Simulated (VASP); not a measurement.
Runs of VASP 6.6.1 on TaN. The structure is that of space group P6_3mc (No. 186), or close to it. The cells are those of the table. 

| cell | gap on the mesh (eV) | pressure (GPa) | largest force (eV/Å) |
| --- | --- | --- | --- |
| a = 2.987, b = 2.987, c = 6.524 Å, angles 90.0, 90.0, 120.0°, 4 atoms | - | 8.1 | (c) |
| a = 3.237, b = 3.237, c = 5.555 Å, angles 90.0, 90.0, 120.0°, 4 atoms | none | (b) | 4.20 |
| a = 3.149, b = 3.149, c = 5.626 Å, angles 90.0, 90.0, 120.0°, 4 atoms | none | 35.2 | 3.00 |
| a = 3.066, b = 3.066, c = 5.935 Å, angles 90.0, 90.0, 120.0°, 4 atoms | none | 26.4 | (a) |
| a = 2.984, b = 2.984, c = 6.262 Å, angles 90.0, 90.0, 120.0°, 4 atoms | none | 22.2 | 1.64 |

Alike in all rows: task single point; level PBE; potentials or basis VASP PAW PBE potentials, release 64 (Ta_pv, N); no spin polarisation; k mesh 18 × 18 × 8; cutoff (eV) 520; smearing gaussian 0.15 eV.

Q: Estimate the missing entries.

A: (a) 0.15; (b) 25.6; (c) 1.83.

Caveats: spin-orbit coupling is left out, which moves the levels of the heavy elements; forces of over 1 eV/Å act on the atoms, so gaps and moduli don't describe the material at rest (some runs).

A k mesh can miss the band edges, and the runs leave out spin-orbit coupling on Ta.

A gap of «none» marks levels without a gap at the run's occupations.
